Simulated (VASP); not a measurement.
CaO, 2 atoms in the cell. The structure is cubic, space group Fm-3m (No. 225). The conventional cell has a = 5.028 Å, b = 5.028 Å, c = 5.028 Å, α = 90.00°, β = 90.00°, γ = 90.00°. Ca (site symmetry m-3m) has 6 O at 2.51 Å within 3.3 Å. Within 3.3 Å of O (site symmetry m-3m) lie 6 Ca at 2.51 Å. 

| Property | Result |
| --- | --- |
| Program | VASP 6.6.1 |
| Task | single point |
| Functional | PBEsol |
| Potentials or basis | VASP PAW PBE potentials, release 64 (Ca_sv, O) |
| Cutoff | 520 eV |
| k mesh | 9 × 9 × 9 |
| Occupations | fermi-dirac, width 0.0625 eV |
| Spin | no spin polarisation |
| Dipole correction | no |
| Further INCAR settings | ALGO = Normal; EDIFF = 1e-06; NBANDS = 15 |

Potentials or basis: VASP PAW PBE potentials, release 64 (Ca_sv, O).

The run is started by

```bash
$ cat potpaw_PBE.64/Ca_sv/POTCAR potpaw_PBE.64/O/POTCAR > POTCAR
$ mpirun -np 1 vasp_std > vasp.out
```

Hardware: 1 thread of Intel Xeon 6975P-C, with other jobs on the host.

Problem. Estimate the wall time of this run.

Solution. It took 16 s on 1 thread of Intel Xeon 6975P-C, on a shared host, peak memory 0.16 GiB. Counts: scf iterations 13, k points 35.
